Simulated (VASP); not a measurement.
# BiTe (Fm-3m) in VASP: a series of runs, part 2 of 2

VASP 6.6.1. The steps go on from the part before.

**3. Single point, PBE**

INCAR reads:

```
ALGO = Normal ; EDIFF = 1E-6
ENCUT = 520 ; GGA = PE
ISIF = 2 ; ISMEAR = -1
LASPH = T ; LCHARG = T
LELF = T ; LREAL = F
LVHAR = T ; LWAVE = F
NBANDS = 18 ; NELM = 80
PREC = Accurate ; SIGMA = 0.15
```

KPOINTS reads:

```
k-points
0
Gamma
  8 8 8
```

POSCAR reads:

```
BiTe
1.0
    0.0000000000      3.2350000000      3.2350000000
    3.2350000000      0.0000000000      3.2350000000
    3.2350000000      3.2350000000      0.0000000000
Bi Te
1 1
Direct
    0.0000000000      0.0000000000      0.0000000000
    0.5000000000      0.5000000000      0.5000000000
```

Potentials or basis: VASP PAW PBE potentials, release 64 (Bi_d, Te).

Command:

```
$ cat potpaw_PBE.64/Bi_d/POTCAR potpaw_PBE.64/Te/POTCAR > POTCAR
$ mpirun -np 1 vasp_std > vasp.out
```

OUTCAR:

```text
EDIFF = 1E-6
   ENCUT = 520
   GGA = PE
   ISIF = 2
   ISMEAR = -1
   LASPH = T
   LREAL = F
   NELM = 80
   PREC = Accurate

 ion  position               nearest neighbor table
   1  0.000  0.000  0.000-   2 3.23   2 3.23   2 3.23   2 3.23   2 3.23   2 3.23
   2  0.500  0.500  0.500-   1 3.23   1 3.23   1 3.23   1 3.23   1 3.23   1 3.23

  LATTYP: Found a face centered cubic cell.
 ALAT       =     6.4700000000

  Lattice vectors:

 A1 = (   0.0000000000,   3.2350000000,   3.2350000000)
 A2 = (   3.2350000000,   0.0000000000,   3.2350000000)
 A3 = (   3.2350000000,   3.2350000000,   0.0000000000)

Analysis of symmetry for initial positions (statically):
=====================================================================
 Subroutine PRICEL returns:
 Original cell was already a primitive cell.

 Routine SETGRP: Setting up the symmetry group for a
 face centered cubic supercell.

 Subroutine GETGRP returns: Found 48 space group operations
 (whereof 48 operations were pure point group operations)
 out of a pool of 48 trial point group operations.

The static configuration has the point symmetry O_h .

Analysis of symmetry for dynamics (positions and initial velocities):
=====================================================================
 Subroutine PRICEL returns:
 Original cell was already a primitive cell.

 Routine SETGRP: Setting up the symmetry group for a
 face centered cubic supercell.

 Subroutine GETGRP returns: Found 48 space group operations
 (whereof 48 operations were pure point group operations)
 out of a pool of 48 trial point group operations.

The dynamic configuration has the point symmetry O_h .

 Subroutine INISYM returns: Found 48 space group operations
 (whereof 48 operations are pure point group operations),
 and found     1 'primitive' translations

[... 102 lines left out ...]
   POTIM  = 0.5000    time-step for ionic-motion
   TEBEG  =    0.0;   TEEND  =   0.0 temperature during run
   PSTRESS=    0.0 pullay stress
   NELECT =      21.0000    total number of electrons
   NUPDOWN=      -1.0000    fix difference up-down
   EMIN   =  10.00;   EMAX   =-10.00  energy-range for DOS
   EFERMI =   0.00;   METHOD = LEGACY
   ISMEAR =    -1;   SIGMA  =   0.15  broadening in eV -4-tet -1-fermi 0-gaus
   EFERMI_NEDOS =   21; number of points for ismear=-14 and -15
   IALGO  =     38    algorithm
   IMIX   =      4    mixing-type and parameters
     AMIX     =   0.40;   BMIX     =  1.00
     AMIX_MAG =   1.60;   BMIX_MAG =  1.00
  volume/ion in A,a.u.               =      33.86       228.46
  Fermi-wavevector in a.u.,A,eV,Ry     =   1.108146  2.094092 16.707785  1.227988
  Thomas-Fermi vector in A             =   2.244669
   LORBIT       =      0    0 simple, 1 ext, 2 COOP (PROOUT), +10 PAW based schemes
   GGA     = PE    functional components
   LHFCALC =     F    Hartree Fock is set to
   AEXX    =    0.0000 exact exchange contribution
   IVDW    =     0    specifies the selected vdW correction
   LEPSILON=     F    determine dielectric tensor
   LRPA    =     F    only Hartree local field effects (RPA)
 non-spin polarized calculation
  energy-cutoff  :      520.00
  volume of cell :       67.71
 maximum number of plane-waves:      1847
 NGX is ok and might be reduce to    36
   NGX = 17   NGY = 17   NGZ = 17

 number of electron      21.0000001 magnetization

 Free energy of the ion-electron system (eV)
  ---------------------------------------------------
  ext. energy  EPLUGINS =         0.00000000
  ---------------------------------------------------
  free energy    TOTEN  =        -7.22898898 eV

  energy without entropy =       -7.12986939  energy(sigma->0) =       -7.17942918

 E-fermi :   6.6697     XC(G=0):  -9.4329

 val. band max:        6.6440956985   @ k =  -0.2500   0.2500   0.0000
 cond. band min:       6.8263745090   @ k =   0.3750   0.1250   0.0000
 fundamental gap:      0.1822788105
 Fermi energy:         6.6696959023

 k-point     1 :       0.0000    0.0000    0.0000
  band No.  band energies     occupation
      1     -16.5006      2.00000
      2     -16.5006      2.00000
      3     -16.4978      2.00000
      4     -16.4978      2.00000
      5     -16.4978      2.00000
      6      -6.8709      2.00000
[... 481 lines left out ...]
      5     -16.4897      2.00000
      6      -4.7504      2.00000
[... 10 lines left out ...]
     17      15.6215      0.00000
     18      17.5872      0.00000

 [... further k-points ...]
[... 5 lines left out ...]
  --------------------------------------------------------------------------------------
  -------------------------------------------------------------------------------------
  Total        0.3214345      0.3214345      0.3214345      0.0000000     -0.0000000     -0.0000000
  in kB        7.6058923      7.6058923      7.6058923      0.0000000     -0.0000000     -0.0000000
  external PRESSURE =       7.6058923 kB  Pullay stress =       0.0000000 kB

 VOLUME and BASIS-vectors are now :
 -----------------------------------------------------------------------------
  energy-cutoff  :      520.00
  volume of cell :       67.71
      direct lattice vectors                 reciprocal lattice vectors
     0.000000000  3.235000000  3.235000000    -0.154559505  0.154559505  0.154559505
     3.235000000  0.000000000  3.235000000     0.154559505 -0.154559505  0.154559505
     3.235000000  3.235000000  0.000000000     0.154559505  0.154559505 -0.154559505

 POSITION                                       TOTAL-FORCE (eV/Angst)
 -----------------------------------------------------------------------------------
      0.00000      0.00000      0.00000        -0.000000     -0.000000     -0.000000
      3.23500      3.23500      3.23500         0.000000      0.000000      0.000000
 -----------------------------------------------------------------------------------
    total drift:                               -0.000000      0.000000      0.000000

  FREE ENERGIE OF THE ION-ELECTRON SYSTEM (eV)
  ---------------------------------------------------
  free  energy   TOTEN  =        -7.2289889770 eV

  energy  without entropy=       -7.1298693905  energy(sigma->0) =       -7.17942918
```

Run time: 12 s. Hardware: 1 thread of Intel Xeon 6975P-C (Granite Rapids), shared host; peak memory 0.21 GiB.

Results:

```
Free energy : -7.2290 eV
Pressure    : 0.8 GPa
```

Caveat: spin-orbit coupling is left out, which moves the levels of the heavy elements.
